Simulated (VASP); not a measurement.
Wanted: the native input for a VASP 6.6.1 run.

```
Task                   : relaxation of cell and atoms
Functional             : PBE
Potentials or basis    : VASP PAW PBE potentials, release 64 (Sr_sv, Cd)
Cutoff                 : 600 eV
k mesh                 : 4 × 4 × 4
Occupations            : gaussian, width 0.1 eV
Spin                   : no spin polarisation
Dipole correction      : no
Further INCAR settings : ALGO = Fast; EDIFF = 1e-06; IBRION = 2; EDIFFG = -0.04; NSW = 90; ISIF = 3
```

The structure of Sr3Cd lies in POSCAR:

```
Sr3Cd
1.0
    5.0884446400      0.0000000000      0.0000000000
    0.0000000000      5.0884446400      0.0000000000
    0.0000000000      0.0000000000      5.0884446400
Sr Cd
3 1
Direct
    0.0000000000      0.5000000000      0.5000000000
    0.5000000000      0.0000000000      0.5000000000
    0.5000000000      0.5000000000      0.0000000000
    0.0000000000      0.0000000000      0.0000000000
```

One way to write it, as run:

INCAR

```
SYSTEM = Sr3Cd
ALGO     = Fast           ! electronic algorithm
EDIFF    = 1E-6           ! SCF threshold, eV
EDIFFG   = -0.04          ! ionic threshold
ENCUT    = 600            ! plane-wave cutoff, eV
GGA      = PE             ! functional
IBRION   = 2              ! ionic algorithm
ISIF     = 3              ! what is computed and relaxed
ISMEAR   = 0              ! smearing method
LASPH    = .True.         ! aspherical terms in the spheres
LCHARG   = .False.        ! write CHGCAR
LREAL    = .False.        ! projectors in reciprocal space
LWAVE    = .False.        ! write WAVECAR
NELM     = 60             ! most SCF steps
NSW      = 90             ! ionic steps
PREC     = Accurate       ! precision mode
SIGMA    = 0.1            ! smearing width, eV
```

KPOINTS

```
k-points
0
Gamma
  4 4 4
  0 0 0
```

Potentials or basis: VASP PAW PBE potentials, release 64 (Sr_sv, Cd).

Launch:

```sh
$ cat potpaw_PBE.64/Sr_sv/POTCAR potpaw_PBE.64/Cd/POTCAR > POTCAR
$ mpirun -np 1 vasp_std > vasp.out
```

It gave:

```yaml
Relaxed_volume: 42.75 Å³/atom
Relaxed_cell: a = 5.551 Å, b = 5.551 Å, c = 5.551 Å, α = 90.00°, β = 90.00°, γ = 90.00°
Space_group_after_relaxing_to_0.05_Å: Pm-3m (No. 221)
Energy_gained_by_relaxing: 155.0 meV/atom
Ionic_steps: 4
Pressure_after_relaxing: 0.0 GPa
Band_gap_on_the_k_mesh: zero (band 21 reaches 2.33 eV, above the bottom of band 22 at 1.75 eV)
```

Caveat: the volume moved by over 15 % at a fixed basis, so the end points are rough.

Wall time 3.6 min on 1 thread of Intel(R) Xeon(R) Platinum 8488C (Sapphire Rapids), on a shared host, peak memory 0.29 GiB.
